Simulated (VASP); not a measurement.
A run of VASP 6.6.1 is set up as follows.

INCAR

```
SYSTEM = Ge
PREC     = Accurate       ! precision mode
ENCUT    = 520            ! plane-wave cutoff, eV
EDIFF    = 1E-6           ! SCF threshold, eV
ISMEAR   = 0              ! smearing method
SIGMA    = 0.1            ! smearing width, eV
LREAL    = .FALSE.        ! projectors in reciprocal space
LASPH    = .TRUE.         ! aspherical terms in the spheres
NELM     = 100            ! most SCF steps
ALGO     = Normal         ! electronic algorithm
ISIF     = 2              ! what is computed and relaxed
LWAVE    = .FALSE.        ! write WAVECAR
LCHARG   = .TRUE.         ! write CHGCAR
GGA      = PE             ! functional
LELF     = .TRUE.         ! ELF
LVHAR    = .TRUE.       
NBANDS   = 28             ! bands
```

File KPOINTS:

```
regular mesh
0
G
  4 4 4
  0 0 0
```

Contents of POSCAR:

```
Ge
1.0
   -2.7719616900      2.7719616900      3.4305813000
    2.7719616900     -2.7719616900      3.4305813000
    2.7719616900      2.7719616900     -3.4305813000
Ge
3
Direct
    0.1739591300      0.1739591300      0.0000000000
    0.8260408700      0.8260408700      0.0000000000
    0.5000000000      0.5000000000      0.0000000000
```

Potentials or basis: VASP PAW PBE potentials, release 64 (Ge_d).

Launch:

```sh
$ cat potpaw_PBE.64/Ge_d/POTCAR > POTCAR
$ mpirun -np 1 vasp_std > vasp.out
```

(1) What does it give for the pressure?

(2) Estimate the largest force.

Answers

(1) 4.1 GPa.

(2) 1.102 eV/Å.

Caveat: the k points lie up to 0.36 Å⁻¹ apart, too coarse for converged energies and pressures of a metal; forces of over 1 eV/Å act on the atoms, so gaps and moduli don't describe the material at rest.
